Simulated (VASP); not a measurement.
# Cu (C2/m) in VASP: further runs

Runs on Cu. Level: PBEsol. Tasks: single point.

Program: VASP 6.6.1. These are calculated values, not measurements. Logs are shortened: lines on timing, memory, paths and dates and some standing lists are left out, and cuts for length are marked.

### 1 The cell of the first run

It takes space group C2/m (No. 12, monoclinic). Conventional cell: a = 3.968 Å, b = 2.886 Å, c = 2.752 Å, α = 90.00°, β = 133.34°, γ = 90.00°. Cu (site symmetry 2/m) has 14 Cu at 2.45 to 2.89 Å within 3.2 Å.

### 2 Single point, PBEsol (strain -0.0100 x Voigt [0, 0, 0, 1, 0, 0])

File INCAR:

```
ALGO = Normal
EDIFF = 1E-7
ENCUT = 520
GGA = PS
ISIF = 2
ISMEAR = 0
LASPH = T
LCHARG = F
LREAL = F
LWAVE = F
NBANDS = 12
NELM = 100
PREC = Accurate
SIGMA = 0.15
```

File KPOINTS:

```
k-points
0
Gamma
  24 24 24
```

File POSCAR:

```
Cu
1.0
   -1.4427933200      1.4359129128      1.3688674834
    1.4427933200     -1.4496737272      1.3832954166
    1.4427933200      1.4496737272     -1.3832954166
Cu
1
Direct
    0.0000000000      0.0000000000      0.0000000000
```

Potentials or basis: VASP PAW PBE potentials, release 64 (Cu).

Launch:

```bash
$ cat potpaw_PBE.64/Cu/POTCAR > POTCAR
$ mpirun -np 1 vasp_std > vasp.out
```

OUTCAR:

```text
EDIFF = 1E-7
   ENCUT = 520
   GGA = PS
   ISIF = 2
   ISMEAR = 0
   LASPH = T
   LREAL = F
   NELM = 100
   PREC = Accurate

 ion  position               nearest neighbor table
   1  0.000  0.000  0.000-

  LATTYP: Found a base centered monoclinic cell.
 ALAT       =     3.9676915607
 B/A-ratio  =     0.7272709070
 C/A-ratio  =     0.6936520291
 COS(beta)  =    -0.6863794109

  Lattice vectors:

 A1 = (  -1.4427933200,  -1.4359129128,  -1.3688674834)
 A2 = (   1.4427933200,  -1.4359129128,  -1.3688674834)
 A3 = (   0.0000000000,  -0.0137608144,   2.7521629000)

Analysis of symmetry for initial positions (statically):
=====================================================================
 Subroutine PRICEL returns:
 Original cell was already a primitive cell.

 Routine SETGRP: Setting up the symmetry group for a
 base centered monoclinic supercell.

 Subroutine GETGRP returns: Found  4 space group operations
 (whereof  4 operations were pure point group operations)
 out of a pool of  4 trial point group operations.

The static configuration has the point symmetry C_2h.

Analysis of symmetry for dynamics (positions and initial velocities):
=====================================================================
 Subroutine PRICEL returns:
 Original cell was already a primitive cell.

 Routine SETGRP: Setting up the symmetry group for a
 base centered monoclinic supercell.

 Subroutine GETGRP returns: Found  4 space group operations
 (whereof  4 operations were pure point group operations)
 out of a pool of  4 trial point group operations.

The dynamic configuration has the point symmetry C_2h.

 Subroutine INISYM returns: Found  4 space group operations
 (whereof  4 operations are pure point group operations),
 and found     1 'primitive' translations

----------------------------------------------------------------------------------------

                                     Primitive cell

  volume of cell :      11.4578

  direct lattice vectors                    reciprocal lattice vectors
    -1.442793320  1.435912913  1.368867483     0.000000000  0.348375445  0.365092462
     1.442793320 -1.449673727  1.383295417     0.346549983  0.001816798  0.363359669
     1.442793320  1.449673727 -1.383295417     0.346549983  0.346558647  0.001732793

  length of vectors
     2.453017865  2.469152221  2.469152221     0.504636460  0.502125921  0.490104875
[... 85 lines left out ...]
   ISIF   =      2    stress and relaxation
   ISYM   =      2    0-nonsym 1-usesym 2-fastsym
   POTIM  = 0.5000    time-step for ionic-motion
   TEBEG  =    0.0;   TEEND  =   0.0 temperature during run
   PSTRESS=    0.0 pullay stress
   NELECT =      11.0000    total number of electrons
   NUPDOWN=      -1.0000    fix difference up-down
   EMIN   =  10.00;   EMAX   =-10.00  energy-range for DOS
   EFERMI =   0.00;   METHOD = LEGACY
   ISMEAR =     0;   SIGMA  =   0.15  broadening in eV -4-tet -1-fermi 0-gaus
   EFERMI_NEDOS =   21; number of points for ismear=-14 and -15
   IALGO  =     38    algorithm
   IMIX   =      4    mixing-type and parameters
     AMIX     =   0.40;   BMIX     =  1.00
     AMIX_MAG =   1.60;   BMIX_MAG =  1.00
  volume/ion in A,a.u.               =      11.46        77.32
  Fermi-wavevector in a.u.,A,eV,Ry     =   1.614998  3.051903 35.486951  2.608217
  Thomas-Fermi vector in A             =   2.709816
   LORBIT       =      0    0 simple, 1 ext, 2 COOP (PROOUT), +10 PAW based schemes
   GGA     = PS    functional components
   LHFCALC =     F    Hartree Fock is set to
   AEXX    =    0.0000 exact exchange contribution
   IVDW    =     0    specifies the selected vdW correction
   LEPSILON=     F    determine dielectric tensor
   LRPA    =     F    only Hartree local field effects (RPA)
 non-spin polarized calculation
 Gauss-broadening in eV      SIGMA  =   0.15
  energy-cutoff  :      520.00
  volume of cell :       11.46
 maximum number of plane-waves:       326
   NGX =  9   NGY =  9   NGZ =  9

 number of electron      10.9999998 magnetization

 Free energy of the ion-electron system (eV)
  ---------------------------------------------------
  ext. energy  EPLUGINS =         0.00000000
  ---------------------------------------------------
  free energy    TOTEN  =        -4.27137956 eV

  energy without entropy =       -4.26703760  energy(sigma->0) =       -4.26920858

 E-fermi :   7.7783     XC(G=0): -13.0868

 val. band max:        7.7773024105   @ k =   0.4167  -0.4167   0.1667
 cond. band min:       7.7783994451   @ k =  -0.2917  -0.2917   0.2500
 fundamental gap:      0.0010970346
 Fermi energy:         7.7783357977

 k-point     1 :       0.0000    0.0000    0.0000
  band No.  band energies     occupation
      1      -1.8362      2.00000
      2       4.4477      2.00000
      3       4.6499      2.00000
      4       4.6566      2.00000
      5       5.5317      2.00000
      6       5.7407      2.00000
      7      32.6231      0.00000
      8      32.6361      0.00000
      9      33.8733      0.00000
     10      36.6326      0.00000
     11      36.6645      0.00000
     12      36.6995      0.00000
[... 331 lines left out ...]
 k-point    24 :       0.4167    0.0417    0.0000
  band No.  band energies     occupation
      1       2.5631      2.00000
      2       3.8056      2.00000
      3       5.5339      2.00000
      4       5.7798      2.00000
      5       6.1284      2.00000
      6       6.9191      2.00000
      7      13.6648      0.00000
      8      24.5885      0.00000
      9      25.2293      0.00000
     10      29.5661      0.00000
     11      32.5195      0.00000
     12      40.5821      0.00000

 [... further k-points ...]

------------------------ aborting loop because EDIFF is reached ----------------------------------------

  FORCE on cell =-STRESS in cart. coord.  units (eV):
  Direction    XX          YY          ZZ          XY          YZ          ZX
  --------------------------------------------------------------------------------------
  -------------------------------------------------------------------------------------
  Total       -0.0450719     -0.0467250     -0.0567748      0.0000000      0.0681366     -0.0000000
  in kB       -6.3025320     -6.5336837     -7.9389792      0.0000000      9.5277250     -0.0000000
  external PRESSURE =      -6.9250650 kB  Pullay stress =       0.0000000 kB

 VOLUME and BASIS-vectors are now :
 -----------------------------------------------------------------------------
  energy-cutoff  :      520.00
  volume of cell :       11.46
      direct lattice vectors                 reciprocal lattice vectors
    -1.442793320  1.435912913  1.368867483     0.000000000  0.348375445  0.365092462
     1.442793320 -1.449673727  1.383295417     0.346549983  0.001816798  0.363359669
     1.442793320  1.449673727 -1.383295417     0.346549983  0.346558647  0.001732793

 POSITION                                       TOTAL-FORCE (eV/Angst)
 -----------------------------------------------------------------------------------
      0.00000      0.00000      0.00000        -0.000000     -0.000000      0.000000
 -----------------------------------------------------------------------------------
    total drift:                                0.000000      0.000000      0.000000

  FREE ENERGIE OF THE ION-ELECTRON SYSTEM (eV)
  ---------------------------------------------------
  free  energy   TOTEN  =        -4.2713795646 eV

  energy  without entropy=       -4.2670375977  energy(sigma->0) =       -4.26920858
```

OSZICAR:

```text
N       E                     dE             d eps       ncg     rms          rms(c)
DAV:   1     0.417003146279E+02    0.41700E+02   -0.53919E+03 96824   0.155E+03
DAV:   2    -0.403500434283E+01   -0.45735E+02   -0.42212E+02 89768   0.205E+02
DAV:   3    -0.534997895725E+01   -0.13150E+01   -0.13054E+01 99884   0.397E+01
DAV:   4    -0.535772847181E+01   -0.77495E-02   -0.77484E-02 97184   0.270E+00
DAV:   5    -0.535779900656E+01   -0.70535E-04   -0.70534E-04100836   0.262E-01    0.830E+00
DAV:   6    -0.469134651585E+01    0.66645E+00   -0.16299E+01100828   0.777E+01    0.412E+00
DAV:   7    -0.428687435600E+01    0.40447E+00   -0.25066E+00101732   0.303E+01    0.639E-01
DAV:   8    -0.427251670299E+01    0.14358E-01   -0.61609E-03109388   0.838E-01    0.246E-01
DAV:   9    -0.427137163600E+01    0.11451E-02   -0.58582E-03111476   0.129E+00    0.227E-02
DAV:  10    -0.427137886808E+01   -0.72321E-05   -0.31223E-05125068   0.926E-02    0.618E-03
DAV:  11    -0.427137948442E+01   -0.61634E-06   -0.63460E-07105732   0.160E-02    0.233E-04
DAV:  12    -0.427137956458E+01   -0.80164E-07   -0.82473E-09 54164   0.938E-04
   1 F= -.42713796E+01 E0= -.42692086E+01  d E =-.434197E-02
```

It took 2.4 min on 1 thread of Intel Xeon 6975P-C (Granite Rapids), shared host; peak memory 0.56 GiB.

What came out:

```yaml
Free_energy: -4.2714 eV
Pressure: -0.7 GPa
```

Caveat: the cell differs from its parent crystal (strain -0.0100 x Voigt [0, 0, 0, 1, 0, 0]); the PAW data sets were made with another functional, which shifts forces and pressure a little.

### 3 Single point, PBEsol (strain -0.0200 x Voigt [0, 0, 0, 1, 0, 0])

File INCAR:

```
SYSTEM = Cu
PREC = Accurate
ENCUT = 520
EDIFF = 1E-6
ISMEAR = 0
SIGMA = 0.15
LREAL = .FALSE.
LASPH = .TRUE.
NELM = 100
ALGO = Normal
ISIF = 2
LWAVE = .FALSE.
LCHARG = .TRUE.
GGA = PS
LELF = .TRUE.
LVHAR = .TRUE.
NBANDS = 12
```

File KPOINTS:

```
Automatic mesh
0
G
  24 24 24
  0 0 0
```

File POSCAR:

```
Cu
1.0
   -1.4427933200      1.4290325055      1.3616535168
    1.4427933200     -1.4565541345      1.3905093832
    1.4427933200      1.4565541345     -1.3905093832
Cu
1
Direct
    0.0000000000      0.0000000000      0.0000000000
```

Potentials or basis: VASP PAW PBE potentials, release 64 (Cu).

Launch:

```bash
$ cat potpaw_PBE.64/Cu/POTCAR > POTCAR
$ mpirun -np 1 vasp_std > vasp.out
```

It took 2.2 min on 1 thread of Intel Xeon 6975P-C (Granite Rapids), shared host; peak memory 0.55 GiB.

The run converged. Its results:

- Free energy: -4.2704 eV
- Pressure: -0.6 GPa

Stress tensor (GPa, compression positive):
```
-0.50  0.00  0.00
 0.00 -0.58  1.92
 0.00  1.92 -0.72
```

Levels at points of the mesh, in eV from the Fermi level:
| k point | band 2 | band 3 | band 4 | band 5 | band 6 | band 7 | band 8 | band 9 | band 10 | band 11 |
| --- | --- | --- | --- | --- | --- | --- | --- | --- | --- | --- |
| (0.00, 0.00, 0.00) | -3.35 | -3.13 | -3.11 | -2.25 | -2.04 | 24.81 | 24.86 | 26.07 | 28.78 | 28.89 |
| (0.50, 0.00, 0.00) | -3.99 | -2.19 | -1.96 | -1.34 | -0.41 | 4.91 | 17.17 | 17.20 | 21.17 | 24.24 |
| (0.00, 0.50, 0.00) | -4.02 | -2.16 | -1.94 | -1.37 | -0.57 | 4.68 | 17.00 | 17.77 | 21.30 | 24.46 |
| (0.50, 0.50, 0.00) | -3.78 | -2.32 | -2.07 | -1.39 | -0.94 | 4.16 | 18.32 | 19.13 | 22.47 | 25.55 |
| (0.00, 0.50, 0.50) | -4.06 | -2.13 | -1.91 | -1.39 | -0.72 | 4.46 | 17.49 | 17.66 | 21.51 | 24.60 |
| (0.50, 0.50, 0.50) | -4.78 | -1.59 | -1.56 | -1.48 | 7.69 | 7.70 | 9.54 | 13.35 | 13.99 | 16.77 |

Caveat: the cell differs from its parent crystal (strain -0.0200 x Voigt [0, 0, 0, 1, 0, 0]); the PAW data sets were made with another functional, which shifts forces and pressure a little.

### 4 Single point, PBEsol (strain +0.0150 x Voigt [0, 0, 0, 1, 0, 0])

File INCAR:

```
PREC     = Accurate       # precision mode
ENCUT    = 520            # plane-wave cutoff, eV
EDIFF    = 1E-6           # SCF threshold, eV
ISMEAR   = 0              # smearing method
SIGMA    = 0.15           # smearing width, eV
LREAL    = F              # projectors in reciprocal space
LASPH    = T              # aspherical terms in the spheres
NELM     = 100            # most SCF steps
ALGO     = Normal         # electronic algorithm
ISIF     = 2              # what is computed and relaxed
LWAVE    = F              # write WAVECAR
LCHARG   = F              # write CHGCAR
GGA      = PS             # functional
NBANDS   = 12             # bands
```

File KPOINTS:

```
regular mesh
0
Gamma
  24 24 24
```

File POSCAR:

```
Cu
1.0
   -1.4427933200      1.4531139309      1.3869023999
    1.4427933200     -1.4324727091      1.3652605001
    1.4427933200      1.4324727091     -1.3652605001
Cu
1
Direct
    0.0000000000      0.0000000000      0.0000000000
```

Launch:

```bash
$ cat potpaw_PBE.64/Cu/POTCAR > POTCAR
$ mpirun -np 1 vasp_std > vasp.out
```

Wall time 2.2 min (1 thread of Intel Xeon 6975P-C (Granite Rapids), shared host); peak memory 0.55 GiB.

It converged, with:

* Free energy: -4.2710 eV
* Pressure: -0.6 GPa

Stress tensor (GPa, compression positive):
```
-0.55  0.00  0.00
 0.00 -0.60 -1.43
 0.00 -1.43 -0.74
```

Levels at points of the mesh, in eV from the Fermi level:
| k point | band 4 | band 5 | band 6 | band 7 | band 8 | band 9 |
| --- | --- | --- | --- | --- | --- | --- |
| (0.00, 0.00, 0.00) | -3.11 | -2.25 | -2.04 | 24.83 | 24.86 | 26.09 |
| (0.50, 0.00, 0.00) | -1.92 | -1.38 | -0.69 | 4.51 | 17.45 | 17.60 |
| (0.00, 0.50, 0.00) | -1.94 | -1.37 | -0.57 | 4.68 | 17.09 | 17.67 |
| (0.50, 0.50, 0.00) | -2.07 | -1.39 | -0.94 | 4.16 | 18.40 | 19.04 |
| (0.00, 0.50, 0.50) | -1.96 | -1.34 | -0.45 | 4.85 | 17.21 | 17.26 |
| (0.50, 0.50, 0.50) | -1.56 | -1.49 | 7.69 | 7.70 | 9.54 | 13.35 |

Caveat: the cell differs from its parent crystal (strain +0.0150 x Voigt [0, 0, 0, 1, 0, 0]); the PAW data sets were made with another functional, which shifts forces and pressure a little.

### 5 Overview

| cell | gap on the mesh (eV) | pressure (GPa) |
| --- | --- | --- |
| a = 2.453, b = 2.469, c = 2.469 Å, angles 108.5, 108.2, 112.0°, 1 atom | none | -0.7 |
| a = 2.445, b = 2.477, c = 2.477 Å, angles 108.8, 108.2, 112.0°, 1 atom | none | -0.6 |
| a = 2.473, b = 2.449, c = 2.449 Å, angles 107.8, 108.2, 112.0°, 1 atom | none | -0.6 |

Alike in all rows: task single point; level PBEsol; potentials or basis VASP PAW PBE potentials, release 64 (Cu); no spin polarisation; k mesh 24 × 24 × 24; cutoff (eV) 520; smearing gaussian 0.15 eV.

Caveats: the PAW data sets were made with another functional, which shifts forces and pressure a little.

Absolute energies hang on the potentials; compare differences alone.
